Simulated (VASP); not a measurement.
Wanted: the native input for a VASP 6.6.1 run.

* Task: relaxation of cell and atoms
* Functional: PBEsol
* Potentials or basis: VASP PAW PBE potentials, release 64 (Ti_sv, H)
* Cutoff: 500 eV
* k mesh: 17 × 17 × 17
* Occupations: fermi-dirac, width 0.1 eV
* Spin: no spin polarisation
* Target pressure: 20 GPa
* Dipole correction: no
* Further INCAR settings: ALGO = Normal; EDIFF = 1e-07; IBRION = 2; EDIFFG = -0.01; NSW = 80; ISIF = 3

The structure of TiH lies in POSCAR:

```
TiH
1.0
    0.0000000000      2.2350000000      2.2350000000
    2.2350000000      0.0000000000      2.2350000000
    2.2350000000      2.2350000000      0.0000000000
Ti H
1 1
Direct
    0.0000000000      0.0000000000      0.0000000000
    0.2500000000      0.2500000000      0.2500000000
```

These files were run (other wordings do the same):

INCAR

```
ALGO = Normal ; EDIFF = 1E-7
EDIFFG = -0.01 ; ENCUT = 500
GGA = PS ; GGA_COMPAT = F
IBRION = 2 ; ISIF = 3
ISMEAR = -1 ; LASPH = T
LCHARG = F ; LREAL = F
LWAVE = F ; NELM = 120
NELMIN = 4 ; NSW = 80
PREC = Accurate ; PSTRESS = 200.0
SIGMA = 0.1
```

KPOINTS

```
k-points
0
Gamma
  17 17 17
```

Potentials or basis: VASP PAW PBE potentials, release 64 (Ti_sv, H).

Run with:

```console
$ cat potpaw_PBE.64/Ti_sv/POTCAR potpaw_PBE.64/H/POTCAR > POTCAR
$ mpirun -np 1 vasp_std > vasp.out
```

It gave:

```json
{"Relaxed volume": "8.79 Å³/atom", "Relaxed cell": "a = 2.919 Å, b = 2.919 Å, c = 2.919 Å, α = 60.00°, β = 60.00°, γ = 60.00°", "Space group after relaxing (to 0.1 Å)": "F-43m (No. 216)", "Energy change on relaxing (the run minimises the enthalpy)": "+6.2 meV/atom", "Ionic steps": "3", "Pressure after relaxing": "19.9 GPa", "Band gap on the k mesh": "zero (an odd number of electrons rules out a gap without spin polarisation)"}
```

Caveat: the cell is relaxed towards a set pressure, so the run minimises the enthalpy, not the energy; the volume moved by over 15 % at a fixed basis, so the end points are rough; the PAW data sets were made with another functional, which shifts forces and pressure a little.

Run time: 56 s on 1 thread of Intel(R) Xeon(R) Platinum 8488C (Sapphire Rapids), on a shared host, peak memory 0.18 GiB.
